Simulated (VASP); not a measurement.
# Al (Fm-3m) in VASP: single point with PBE

Aim: the single point of Al with PBE.

Everything below comes from runs of VASP 6.6.1. Logs are shortened: lines on timing, memory, paths and dates and some standing lists are left out, and cuts for length are marked.

## 1. The cell of the first run

Symmetry: Fm-3m, No. 225, cubic system. Conventional cell: a = 4.041 Å, b = 4.041 Å, c = 4.041 Å, α = 90.00°, β = 90.00°, γ = 90.00°. Al (site symmetry m-3m) has 12 Al at 2.86 Å within 3.8 Å.

## 2. Single point, PBE

INCAR

```
PREC     = Accurate       # precision mode
ENCUT    = 520            # plane-wave cutoff, eV
EDIFF    = 1E-6           # SCF threshold, eV
ISMEAR   = 0              # smearing method
SIGMA    = 0.1            # smearing width, eV
LREAL    = F              # projectors in reciprocal space
LASPH    = T              # aspherical terms in the spheres
NELM     = 80             # most SCF steps
ALGO     = Normal         # electronic algorithm
ISIF     = 2              # what is computed and relaxed
LWAVE    = F              # write WAVECAR
LCHARG   = T              # write CHGCAR
GGA      = PE             # functional
LELF     = T              # ELF
LVHAR    = T            
NBANDS   = 8              # bands
```

KPOINTS

```
Automatic mesh
0
Gamma
  18 18 18
```

POSCAR

```
Al
1.0
    0.0000000000      2.0207284053      2.0207284053
    2.0207284053      0.0000000000      2.0207284053
    2.0207284053      2.0207284053      0.0000000000
Al
1
Direct
    0.0000000000      0.0000000000      0.0000000000
```

Potentials or basis: VASP PAW PBE potentials, release 64 (Al).

On the command line:

```sh
$ cat potpaw_PBE.64/Al/POTCAR > POTCAR
$ mpirun -np 1 vasp_std > vasp.out
```

OUTCAR:

```text
PREC = Accurate
   ENCUT = 520
   EDIFF = 1E-6
   ISMEAR = 0
   LREAL = F
   LASPH = T
   NELM = 80
   ISIF = 2
   GGA = PE

 ion  position               nearest neighbor table
   1  0.000  0.000  0.000-

  LATTYP: Found a face centered cubic cell.
 ALAT       =     4.0414568106

  Lattice vectors:

 A1 = (   0.0000000000,   2.0207284053,   2.0207284053)
 A2 = (   2.0207284053,   0.0000000000,   2.0207284053)
 A3 = (   2.0207284053,   2.0207284053,   0.0000000000)

Analysis of symmetry for initial positions (statically):
=====================================================================
 Subroutine PRICEL returns:
 Original cell was already a primitive cell.

 Routine SETGRP: Setting up the symmetry group for a
 face centered cubic supercell.

 Subroutine GETGRP returns: Found 48 space group operations
 (whereof 48 operations were pure point group operations)
 out of a pool of 48 trial point group operations.

The static configuration has the point symmetry O_h .

Analysis of symmetry for dynamics (positions and initial velocities):
=====================================================================
 Subroutine PRICEL returns:
 Original cell was already a primitive cell.

 Routine SETGRP: Setting up the symmetry group for a
 face centered cubic supercell.

 Subroutine GETGRP returns: Found 48 space group operations
 (whereof 48 operations were pure point group operations)
 out of a pool of 48 trial point group operations.

The dynamic configuration has the point symmetry O_h .

 Subroutine INISYM returns: Found 48 space group operations
 (whereof 48 operations are pure point group operations),
 and found     1 'primitive' translations

----------------------------------------------------------------------------------------

                                     Primitive cell

  volume of cell :      16.5027

  direct lattice vectors                    reciprocal lattice vectors
     0.000000000  2.020728405  2.020728405    -0.247435528  0.247435528  0.247435528
     2.020728405  0.000000000  2.020728405     0.247435528 -0.247435528  0.247435528
     2.020728405  2.020728405  0.000000000     0.247435528  0.247435528 -0.247435528

  length of vectors
     2.857741517  2.857741517  2.857741517     0.428570906  0.428570906  0.428570906

  position of ions in fractional coordinates (direct lattice)
     0.000000000  0.000000000  0.000000000

  ion indices of the primitive-cell ions
   primitive index   ion index
                 1           1

----------------------------------------------------------------------------------------

 KPOINTS: Automatic mesh

Automatic generation of k-mesh.
 Grid dimensions read from file:
 generate k-points for:   18   18   18

 Generating k-lattice:

  Cartesian coordinates                     Fractional coordinates (reciprocal lattice)
    -0.013746418  0.013746418  0.013746418     0.055555556  0.000000000  0.000000000
     0.013746418 -0.013746418  0.013746418     0.000000000  0.055555556  0.000000000
     0.013746418  0.013746418 -0.013746418     0.000000000  0.000000000  0.055555556

  Length of vectors
     0.023809495  0.023809495  0.023809495

  Shift w.r.t. Gamma in fractional coordinates (k-lattice)
     0.000000000  0.000000000  0.000000000

 Subroutine IBZKPT returns following result:
 ===========================================

 Found    195 irreducible k-points:

 Following reciprocal coordinates:
            Coordinates               Weight
  0.000000  0.000000  0.000000      1.000000
  0.055556  0.000000  0.000000      8.000000
  0.111111  0.000000  0.000000      8.000000
  0.166667  0.000000  0.000000      8.000000
  0.222222  0.000000  0.000000      8.000000
  0.277778  0.000000  0.000000      8.000000
[... 16 lines left out ...]
 -0.277778  0.055556  0.000000     24.000000
 -0.222222  0.055556  0.000000     24.000000
 [... further k-points ...]
   k-points           NKPTS =    195   k-points in BZ     NKDIM =    195   number of bands    NBANDS=      8
   number of dos      NEDOS =    301   number of ions     NIONS =      1
   total plane-waves  NPLWV =  13824
   dimension x,y,z NGX =    24 NGY =   24 NGZ =   24
   dimension x,y,z NGXF=    48 NGYF=   48 NGZF=   48
   ions per type =               1
   NGX,Y,Z   is equivalent  to a cutoff of  13.96, 13.96, 13.96 a.u.
   NGXF,Y,Z  is equivalent  to a cutoff of  27.92, 27.92, 27.92 a.u.
 SYSTEM =  unknown system
   PREC   = accura    normal or accurate (medium, high low for compatibility)
   ISTART =      0    job   : 0-new  1-cont  2-samecut
   ICHARG =      2    charge: 1-file 2-atom 10-const
   ISPIN  =      1    spin polarized calculation?
   LNONCOLLINEAR =      F non collinear calculations
   LSORBIT =      F    spin-orbit coupling
   LASPH  =      T    aspherical Exc in radial PAW
   ENCUT  =  520.0 eV  38.22 Ry    6.18 a.u.   5.31  5.31  5.31*2*pi/ulx,y,z
   NELM   =     80;   NELMIN=  2; NELMDL= -5     # of ELM steps
   EDIFF  = 0.1E-05   stopping-criterion for ELM
   LREAL  =      F    real-space projection
   EDIFFG = 0.1E-04   stopping-criterion for IOM
   NSW    =      0    number of steps for IOM
   IBRION =     -1    ionic relax: 0-MD 1-quasi-New 2-CG
   NFREE  =      0    steps in history (QN), initial steepest desc. (CG)
   ISIF   =      2    stress and relaxation
   ISYM   =      2    0-nonsym 1-usesym 2-fastsym
   POTIM  = 0.5000    time-step for ionic-motion
   TEBEG  =    0.0;   TEEND  =   0.0 temperature during run
   PSTRESS=    0.0 pullay stress
   NELECT =       3.0000    total number of electrons
   NUPDOWN=      -1.0000    fix difference up-down
   EMIN   =  10.00;   EMAX   =-10.00  energy-range for DOS
   EFERMI =   0.00;   METHOD = LEGACY
   ISMEAR =     0;   SIGMA  =   0.10  broadening in eV -4-tet -1-fermi 0-gaus
   EFERMI_NEDOS =   21; number of points for ismear=-14 and -15
   IALGO  =     38    algorithm
   IMIX   =      4    mixing-type and parameters
     AMIX     =   0.40;   BMIX     =  1.00
     AMIX_MAG =   1.60;   BMIX_MAG =  1.00
  volume/ion in A,a.u.               =      16.50       111.37
  Fermi-wavevector in a.u.,A,eV,Ry     =   0.927393  1.752519 11.701805  0.860058
  Thomas-Fermi vector in A             =   2.053458
   LORBIT       =      0    0 simple, 1 ext, 2 COOP (PROOUT), +10 PAW based schemes
   GGA     = PE    functional components
   LHFCALC =     F    Hartree Fock is set to
   AEXX    =    0.0000 exact exchange contribution
   IVDW    =     0    specifies the selected vdW correction
   LEPSILON=     F    determine dielectric tensor
   LRPA    =     F    only Hartree local field effects (RPA)
 non-spin polarized calculation
 Gauss-broadening in eV      SIGMA  =   0.10
  energy-cutoff  :      520.00
  volume of cell :       16.50
 maximum number of plane-waves:       459
 NGX is ok and might be reduce to    24
   NGX = 11   NGY = 11   NGZ = 11

 number of electron       3.0000000 magnetization

 Free energy of the ion-electron system (eV)
  ---------------------------------------------------
  ext. energy  EPLUGINS =         0.00000000
  ---------------------------------------------------
  free energy    TOTEN  =        -3.74453068 eV

  energy without entropy =       -3.74160733  energy(sigma->0) =       -3.74306901

 E-fermi :   7.9897     XC(G=0): -10.1959

 val. band max:        7.9833958372   @ k =  -0.2778   0.2778   0.0556
 cond. band min:       7.9907477639   @ k =  -0.2778   0.5000   0.2222
 fundamental gap:      0.0073519267
 Fermi energy:         7.9896904352

 k-point     1 :       0.0000    0.0000    0.0000
  band No.  band energies     occupation
      1      -3.1348      2.00000
      2      20.6168      0.00000
      3      20.6168      0.00000
      4      20.6168      0.00000
      5      22.1076      0.00000
      6      22.1076      0.00000
      7      22.1076      0.00000
      8      24.4632      0.00000

 k-point     2 :       0.0556    0.0000    0.0000
  band No.  band energies     occupation
      1      -3.0509      2.00000
      2      19.0990      0.00000
      3      20.3046      0.00000
      4      20.3046      0.00000
      5      22.5505      0.00000
      6      22.5505      0.00000
      7      22.6830      0.00000
      8      25.3461      0.00000

 k-point     3 :       0.1111    0.0000    0.0000
  band No.  band energies     occupation
      1      -2.7995      2.00000
      2      16.8766      0.00000
      3      19.7928      0.00000
      4      19.7928      0.00000
      5      22.7463      0.00000
      6      23.4239      0.00000
      7      23.4239      0.00000
      8      25.9145      0.00000

 k-point     4 :       0.1667    0.0000    0.0000
  band No.  band energies     occupation
      1      -2.3815      2.00000
      2      14.6398      0.00000
      3      19.3472      0.00000
      4      19.3472      0.00000
      5      22.5841      0.00000
      6      24.0276      0.00000
      7      24.0276      0.00000
      8      25.2700      0.00000

 k-point     5 :       0.2222    0.0000    0.0000
  band No.  band energies     occupation
      1      -1.7983      2.00000
      2      12.4789      0.00000
      3      19.0199      0.00000
      4      19.0199      0.00000
      5      22.4137      0.00000
      6      23.2562      0.00000
      7      23.2562      0.00000
      8      26.2070      0.00000

 k-point     6 :       0.2778    0.0000    0.0000
  band No.  band energies     occupation
      1      -1.0520      2.00000
      2      10.4252      0.00000
      3      18.8246      0.00000
      4      18.8246      0.00000
      5      22.2642      0.00000
      6      22.2642      0.00000
      7      22.3150      0.00000
      8      26.2640      0.00000

 k-point     7 :       0.3333    0.0000    0.0000
  band No.  band energies     occupation
      1      -0.1450      2.00000
      2       8.4941      0.00000
      3      18.7664      0.00000
      4      18.7664      0.00000
      5      21.3598      0.00000
      6      21.3598      0.00000
      7      22.3278      0.00000
      8      25.3304      0.00000
[... 133 lines left out ...]
 k-point    20 :      -0.4444    0.0556    0.0000
  band No.  band energies     occupation
      1       2.6474      2.00000
      2       4.5852      2.00000
      3      17.5027      0.00000
      4      18.6594      0.00000
      5      20.1000      0.00000
      6      20.3996      0.00000
      7      23.5114      0.00000
      8      24.4867      0.00000

 k-point    21 :      -0.3889    0.0556    0.0000
  band No.  band energies     occupation
      1       1.3810      2.00000
      2       6.1947      2.00000
      3      17.2302      0.00000
      4      19.2557      0.00000
      5      20.1342      0.00000
      6      20.7133      0.00000
      7      23.1815      0.00000
      8      25.1247      0.00000

 k-point    22 :      -0.3333    0.0556    0.0000
  band No.  band energies     occupation
      1       0.2653      2.00000
      2       7.9461      1.46203
      3      17.1028      0.00000
      4      19.9106      0.00000
      5      20.0893      0.00000
      6      21.4611      0.00000
      7      22.9916      0.00000
      8      25.8743      0.00000

 k-point    23 :      -0.2778    0.0556    0.0000
  band No.  band energies     occupation
      1      -0.6940      2.00000
      2       9.8309      0.00000
      3      17.1203      0.00000
      4      19.9908      0.00000
      5      20.8909      0.00000
      6      22.3254      0.00000
      7      22.9439      0.00000
      8      26.6647      0.00000

 k-point    24 :      -0.2222    0.0556    0.0000
  band No.  band energies     occupation
      1      -1.4938      2.00000
      2      11.8390      0.00000
      3      17.2822      0.00000
      4      20.1335      0.00000
      5      21.8789      0.00000
      6      22.9294      0.00000
      7      23.3766      0.00000
      8      25.5788      0.00000

 [... further k-points ...]
[... 5 lines left out ...]
  --------------------------------------------------------------------------------------
  -------------------------------------------------------------------------------------
  Total       -0.0045814     -0.0045814     -0.0045814     -0.0000000      0.0000000      0.0000000
  in kB       -0.4447895     -0.4447895     -0.4447895     -0.0000000      0.0000000      0.0000000
  external PRESSURE =      -0.4447895 kB  Pullay stress =       0.0000000 kB

 VOLUME and BASIS-vectors are now :
 -----------------------------------------------------------------------------
  energy-cutoff  :      520.00
  volume of cell :       16.50
      direct lattice vectors                 reciprocal lattice vectors
     0.000000000  2.020728405  2.020728405    -0.247435528  0.247435528  0.247435528
     2.020728405  0.000000000  2.020728405     0.247435528 -0.247435528  0.247435528
     2.020728405  2.020728405  0.000000000     0.247435528  0.247435528 -0.247435528

 POSITION                                       TOTAL-FORCE (eV/Angst)
 -----------------------------------------------------------------------------------
      0.00000      0.00000      0.00000         0.000000      0.000000      0.000000
 -----------------------------------------------------------------------------------
    total drift:                                0.000000     -0.000000     -0.000000

  FREE ENERGIE OF THE ION-ELECTRON SYSTEM (eV)
  ---------------------------------------------------
  free  energy   TOTEN  =        -3.7445306835 eV

  energy  without entropy=       -3.7416073299  energy(sigma->0) =       -3.74306901
```

Run time: 27 s. Hardware: 1 thread of Intel Xeon 8259CL, shared host; peak memory 0.14 GiB.

Results:

| Property | Result |
| --- | --- |
| Free energy | -3.7445 eV |
| Pressure | 0.0 GPa |
